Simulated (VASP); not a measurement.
# Sb (Fm-3m) in VASP: single point with PBE

Aim: the single point of Sb with PBE.

Program: VASP 6.6.1. These are calculated values, not measurements. Logs are shortened: lines on timing, memory, paths and dates and some standing lists are left out, and cuts for length are marked.

### Step 1. The cell of the first run

The structure is cubic, space group Fm-3m (No. 225). The conventional cell has a = 4.791 Å, b = 4.791 Å, c = 4.791 Å, α = 90.00°, β = 90.00°, γ = 90.00°. Within 4.5 Å of Sb (site symmetry m-3m) lie 12 Sb at 3.39 Å.

### Step 2. Single point, PBE

Contents of INCAR:

```
SYSTEM = Sb
PREC = Accurate
ENCUT = 520
EDIFF = 1E-6
ISMEAR = -1
SIGMA = 0.05
LREAL = .FALSE.
LASPH = .TRUE.
NELM = 80
ALGO = Normal
ISIF = 2
LWAVE = .FALSE.
LCHARG = .FALSE.
GGA = PE
NBANDS = 12
```

Contents of KPOINTS:

```
regular mesh
0
G
  10 10 7
  0 0 0
```

Contents of POSCAR:

```
Sb
1.0
    2.3957138490      2.3957138490      0.0000000000
   -2.3957138490      2.3957138490      0.0000000000
    0.0000000000      0.0000000000      4.7914276981
Sb
2
Direct
    0.0000000000      0.0000000000      0.0000000000
    0.5000000000      0.5000000000      0.5000000000
```

Potentials or basis: VASP PAW PBE potentials, release 64 (Sb).

Launch:

```bash
$ cat potpaw_PBE.64/Sb/POTCAR > POTCAR
$ mpirun -np 1 vasp_std > vasp.out
```

OUTCAR:

```text
SYSTEM = Sb
   PREC = Accurate
   ENCUT = 520
   EDIFF = 1E-6
   ISMEAR = -1
   LREAL = .FALSE.
   LASPH = .TRUE.
   NELM = 80
   ISIF = 2
   GGA = PE

 ion  position               nearest neighbor table
   1  0.000  0.000  0.000-   2 3.39   2 3.39   2 3.39   2 3.39   2 3.39   2 3.39   2 3.39   2 3.39

   2  0.500  0.500  0.500-   1 3.39   1 3.39   1 3.39   1 3.39   1 3.39   1 3.39   1 3.39   1 3.39

  LATTYP: Found a simple tetragonal cell.
 ALAT       =     3.3880510168
 C/A-ratio  =     1.4142135624

  Lattice vectors:

 A1 = (   2.3957138490,   2.3957138490,   0.0000000000)
 A2 = (  -2.3957138490,   2.3957138490,   0.0000000000)
 A3 = (   0.0000000000,   0.0000000000,   4.7914276981)

Analysis of symmetry for initial positions (statically):
=====================================================================
 Subroutine PRICEL returns following result:

  LATTYP: Found a face centered cubic cell.
 ALAT       =     4.7914276981

  Lattice vectors:

 A1 = (   0.0000000000,  -2.3957138490,  -2.3957138490)
 A2 = (   2.3957138490,   0.0000000000,  -2.3957138490)
 A3 = (   2.3957138490,  -2.3957138490,   0.0000000000)

   2 primitive cells build up your supercell.

 Routine SETGRP: Setting up the symmetry group for a
 simple tetragonal supercell.

 Subroutine GETGRP returns: Found 16 space group operations
 (whereof 16 operations were pure point group operations)
 out of a pool of 16 trial point group operations.

The static configuration has the point symmetry D_4h.

Analysis of symmetry for dynamics (positions and initial velocities):
=====================================================================
 Subroutine PRICEL returns following result:

  LATTYP: Found a face centered cubic cell.
 ALAT       =     4.7914276981

  Lattice vectors:

 A1 = (   0.0000000000,  -2.3957138490,  -2.3957138490)
 A2 = (   2.3957138490,   0.0000000000,  -2.3957138490)
 A3 = (   2.3957138490,  -2.3957138490,   0.0000000000)

   2 primitive cells build up your supercell.

 Routine SETGRP: Setting up the symmetry group for a
 simple tetragonal supercell.

 Subroutine GETGRP returns: Found 16 space group operations
 (whereof 16 operations were pure point group operations)
 out of a pool of 16 trial point group operations.

The dynamic configuration has the point symmetry D_4h.

 Subroutine INISYM returns: Found 16 space group operations
 (whereof 16 operations are pure point group operations),
 and found     2 'primitive' translations

----------------------------------------------------------------------------------------

                                     Primitive cell

  volume of cell :      27.5001

  direct lattice vectors                    reciprocal lattice vectors
     0.000000000 -2.395713849 -2.395713849    -0.208706061 -0.208706061 -0.208706061
     2.395713849  0.000000000 -2.395713849     0.208706061  0.208706061 -0.208706061
     2.395713849 -2.395713849  0.000000000     0.208706061 -0.208706061  0.208706061

  length of vectors
     3.388051017  3.388051017  3.388051017     0.361489501  0.361489501  0.361489501

  position of ions in fractional coordinates (direct lattice)
     0.000000000  0.000000000  0.000000000

  ion indices of the primitive-cell ions
   primitive index   ion index
                 1           1

----------------------------------------------------------------------------------------

 KPOINTS: regular mesh

Automatic generation of k-mesh.
 Grid dimensions read from file:
 generate k-points for:   10   10    7

 Generating k-lattice:

  Cartesian coordinates                     Fractional coordinates (reciprocal lattice)
     0.020870606  0.020870606  0.000000000     0.100000000  0.000000000  0.000000000
    -0.020870606  0.020870606  0.000000000     0.000000000  0.100000000  0.000000000
     0.000000000  0.000000000  0.029815152     0.000000000  0.000000000  0.142857143

  Length of vectors
     0.029515494  0.029515494  0.029815152

  Shift w.r.t. Gamma in fractional coordinates (k-lattice)
     0.000000000  0.000000000  0.000000000

 Subroutine IBZKPT returns following result:
 ===========================================

 Found     84 irreducible k-points:

 Following reciprocal coordinates:
            Coordinates               Weight
  0.000000  0.000000  0.000000      1.000000
  0.100000  0.000000  0.000000      4.000000
  0.200000  0.000000  0.000000      4.000000
  0.300000  0.000000  0.000000      4.000000
  0.400000  0.000000  0.000000      4.000000
  0.500000  0.000000  0.000000      2.000000
[... 16 lines left out ...]
  0.100000  0.000000  0.142857      8.000000
  0.200000  0.000000  0.142857      8.000000
 [... further k-points ...]
   k-points           NKPTS =     84   k-points in BZ     NKDIM =     84   number of bands    NBANDS=     12
   number of dos      NEDOS =    301   number of ions     NIONS =      2
   total plane-waves  NPLWV =  28224
   dimension x,y,z NGX =    28 NGY =   28 NGZ =   36
   dimension x,y,z NGXF=    56 NGYF=   56 NGZF=   72
   ions per type =               2
   NGX,Y,Z   is equivalent  to a cutoff of  13.74, 13.74, 12.49 a.u.
   NGXF,Y,Z  is equivalent  to a cutoff of  27.48, 27.48, 24.98 a.u.
 SYSTEM =  Sb
   PREC   = accura    normal or accurate (medium, high low for compatibility)
   ISTART =      0    job   : 0-new  1-cont  2-samecut
   ICHARG =      2    charge: 1-file 2-atom 10-const
   ISPIN  =      1    spin polarized calculation?
   LNONCOLLINEAR =      F non collinear calculations
   LSORBIT =      F    spin-orbit coupling
   LASPH  =      T    aspherical Exc in radial PAW
   ENCUT  =  520.0 eV  38.22 Ry    6.18 a.u.   6.30  6.30  8.91*2*pi/ulx,y,z
   NELM   =     80;   NELMIN=  2; NELMDL= -5     # of ELM steps
   EDIFF  = 0.1E-05   stopping-criterion for ELM
   LREAL  =      F    real-space projection
   EDIFFG = 0.1E-04   stopping-criterion for IOM
   NSW    =      0    number of steps for IOM
   IBRION =     -1    ionic relax: 0-MD 1-quasi-New 2-CG
   NFREE  =      0    steps in history (QN), initial steepest desc. (CG)
   ISIF   =      2    stress and relaxation
   ISYM   =      2    0-nonsym 1-usesym 2-fastsym
   POTIM  = 0.5000    time-step for ionic-motion
   TEBEG  =    0.0;   TEEND  =   0.0 temperature during run
   PSTRESS=    0.0 pullay stress
   NELECT =      10.0000    total number of electrons
   NUPDOWN=      -1.0000    fix difference up-down
   EMIN   =  10.00;   EMAX   =-10.00  energy-range for DOS
   EFERMI =   0.00;   METHOD = LEGACY
   ISMEAR =    -1;   SIGMA  =   0.05  broadening in eV -4-tet -1-fermi 0-gaus
   EFERMI_NEDOS =   21; number of points for ismear=-14 and -15
   IALGO  =     38    algorithm
   IMIX   =      4    mixing-type and parameters
     AMIX     =   0.40;   BMIX     =  1.00
     AMIX_MAG =   1.60;   BMIX_MAG =  1.00
  volume/ion in A,a.u.               =      27.50       185.58
  Fermi-wavevector in a.u.,A,eV,Ry     =   0.927442  1.752610 11.703022  0.860148
  Thomas-Fermi vector in A             =   2.053512
   LORBIT       =      0    0 simple, 1 ext, 2 COOP (PROOUT), +10 PAW based schemes
   GGA     = PE    functional components
   LHFCALC =     F    Hartree Fock is set to
   AEXX    =    0.0000 exact exchange contribution
   IVDW    =     0    specifies the selected vdW correction
   LEPSILON=     F    determine dielectric tensor
   LRPA    =     F    only Hartree local field effects (RPA)
 non-spin polarized calculation
  energy-cutoff  :      520.00
  volume of cell :       55.00
 maximum number of plane-waves:      1497
 NGX is ok and might be reduce to    28
   NGX = 13   NGY = 13   NGZ = 17

 number of electron      10.0000000 magnetization

 number of electron       9.9999999 magnetization

 Free energy of the ion-electron system (eV)
  ---------------------------------------------------
  ext. energy  EPLUGINS =         0.00000000
  ---------------------------------------------------
  free energy    TOTEN  =        -7.63833357 eV

  energy without entropy =       -7.62449878  energy(sigma->0) =       -7.63141617

 E-fermi :   8.2376     XC(G=0): -10.1423

 val. band max:        8.2229950026   @ k =   0.5000   0.0000   0.1429
 cond. band min:       8.2624124535   @ k =   0.3000   0.0000   0.2857
 fundamental gap:      0.0394174509
 Fermi energy:         8.2376391639

 k-point     1 :       0.0000    0.0000    0.0000
  band No.  band energies     occupation
      1      -4.5104      2.00000
      2       0.6891      2.00000
      3       3.4434      2.00000
      4       8.6248      0.00087
      5       8.6248      0.00087
      6      12.3815      0.00000
      7      12.8684      0.00000
      8      13.4182      0.00000
      9      13.4182      0.00000
     10      13.4182      0.00000
     11      18.1371      0.00000
     12      18.1378      0.00000

 k-point     2 :       0.1000    0.0000    0.0000
  band No.  band energies     occupation
      1      -4.3812      2.00000
      2       0.7225      2.00000
      3       3.5853      2.00000
      4       7.5534      2.00000
      5       8.7568      0.00006
      6      12.4310      0.00000
      7      12.6823      0.00000
      8      12.8626      0.00000
      9      13.4332      0.00000
     10      14.0423      0.00000
     11      17.2784      0.00000
     12      18.2297      0.00000

 k-point     3 :       0.2000    0.0000    0.0000
  band No.  band energies     occupation
      1      -3.9953      2.00000
      2       0.7409      2.00000
      3       4.0085      2.00000
      4       5.9486      2.00000
      5       9.1463      0.00000
      6      10.5753      0.00000
      7      11.4903      0.00000
      8      13.0382      0.00000
      9      13.4031      0.00000
     10      16.5683      0.00000
     11      17.2141      0.00000
     12      18.5080      0.00000
[... 286 lines left out ...]
 k-point    23 :       0.1000    0.0000    0.1429
  band No.  band energies     occupation
      1      -4.2497      2.00000
      2      -0.0037      2.00000
      3       4.4525      2.00000
      4       7.7553      1.99987
      5       8.8975      0.00000
      6      11.3798      0.00000
      7      12.8419      0.00000
      8      12.9465      0.00000
      9      13.2020      0.00000
     10      14.1647      0.00000
     11      17.0053      0.00000
     12      18.4986      0.00000

 k-point    24 :       0.2000    0.0000    0.1429
  band No.  band energies     occupation
      1      -3.8654      2.00000
      2       0.1636      2.00000
      3       4.4124      2.00000
      4       6.4705      2.00000
      5       9.2805      0.00000
      6       9.4488      0.00000
      7      12.4160      0.00000
      8      13.0037      0.00000
      9      13.1911      0.00000
     10      16.6752      0.00000
     11      16.7188      0.00000
     12      18.7095      0.00000

 [... further k-points ...]
[... 5 lines left out ...]
  --------------------------------------------------------------------------------------
  -------------------------------------------------------------------------------------
  Total        0.0124533      0.0124533     -0.1847627      0.0000000      0.0000000      0.0000000
  in kB        0.3627680      0.3627680     -5.3822020      0.0000000      0.0000000      0.0000000
  external PRESSURE =      -1.5522220 kB  Pullay stress =       0.0000000 kB

 VOLUME and BASIS-vectors are now :
 -----------------------------------------------------------------------------
  energy-cutoff  :      520.00
  volume of cell :       55.00
      direct lattice vectors                 reciprocal lattice vectors
     2.395713849  2.395713849  0.000000000     0.208706061  0.208706061  0.000000000
    -2.395713849  2.395713849  0.000000000    -0.208706061  0.208706061  0.000000000
     0.000000000  0.000000000  4.791427698     0.000000000  0.000000000  0.208706061

 POSITION                                       TOTAL-FORCE (eV/Angst)
 -----------------------------------------------------------------------------------
      0.00000      0.00000      0.00000         0.000000     -0.000000     -0.000000
      0.00000      2.39571      2.39571        -0.000000      0.000000      0.000000
 -----------------------------------------------------------------------------------
    total drift:                               -0.000000      0.000000      0.000000

  FREE ENERGIE OF THE ION-ELECTRON SYSTEM (eV)
  ---------------------------------------------------
  free  energy   TOTEN  =        -7.6383335661 eV

  energy  without entropy=       -7.6244987779  energy(sigma->0) =       -7.63141617
```

Wall time 15 s (1 thread of Intel Xeon 6975P-C (Granite Rapids), shared host); peak memory 0.19 GiB.

Results:

```
Free energy            : -7.6383 eV
Pressure               : -0.2 GPa
Band gap on the k mesh : zero (band 5 reaches 11.53 eV, above the bottom of band 6 at 5.68 eV)
```

Caveat: spin-orbit coupling is left out, which moves the levels of the heavy elements.
